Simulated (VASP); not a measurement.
Crystal: Cu3Au4.

```
Cu Au
1.0
     4.58260    0.00000    0.00000
     0.00000    4.58260    0.00000
     0.00000    0.00000    4.58260
Cu Au
3 4
Direct
  0.50000 0.50000 0.00000
  0.00000 0.50000 0.50000
  0.50000 0.00000 0.50000
  0.50000 0.50000 0.50000
  0.50000 0.00000 0.00000
  0.00000 0.50000 0.00000
  0.00000 0.00000 0.50000
```

The cell was built from a structure type or drawn by symmetry, and may not be a known phase.

* Program: VASP 6.6.1
* Task: relaxation of cell and atoms
* Functional: PBE
* Potentials or basis: VASP PAW PBE potentials, release 64 (Cu, Au)
* Cutoff: 600 eV
* k mesh: 4 × 4 × 4
* Occupations: gaussian, width 0.1 eV
* Spin: no spin polarisation

At the start: pressure 65.6 GPa; volume 13.75 Å³/atom.

Task: How do energy, volume and symmetry change on relaxing?

Result: Over 5 steps the energy falls by 754.2 meV/atom and the volume is 18.84 Å³/atom (+37.0 %); space group Pm-3m (No. 221, to 0.1 Å) before and after.

Step by step:
```tsv
step	energy change (eV)	largest force (eV/Å)	pressure (GPa)	volume (Å³)
1	0.0000	0.0000	65.64	96.24
2	-1.4989	0.0000	-11.86	197.93
3	-5.2594	0.0000	-1.89	135.10
4	-5.2745	0.0000	-0.94	133.43
5	-5.2791	0.0000	0.05	131.85
```

Final structure:
```
CELL_PARAMETERS angstrom
5.08972 0.00000 0.00000
0.00000 5.08972 0.00000
0.00000 0.00000 5.08972
ATOMIC_POSITIONS crystal
Cu 0.50000 0.50000 0.00000
Cu 0.00000 0.50000 0.50000
Cu 0.50000 0.00000 0.50000
Au 0.50000 0.50000 0.50000
Au 0.50000 0.00000 0.00000
Au 0.00000 0.50000 0.00000
Au 0.00000 0.00000 0.50000
```

Caveat: the volume moved by over 15 % at a fixed basis, so the end points are rough.
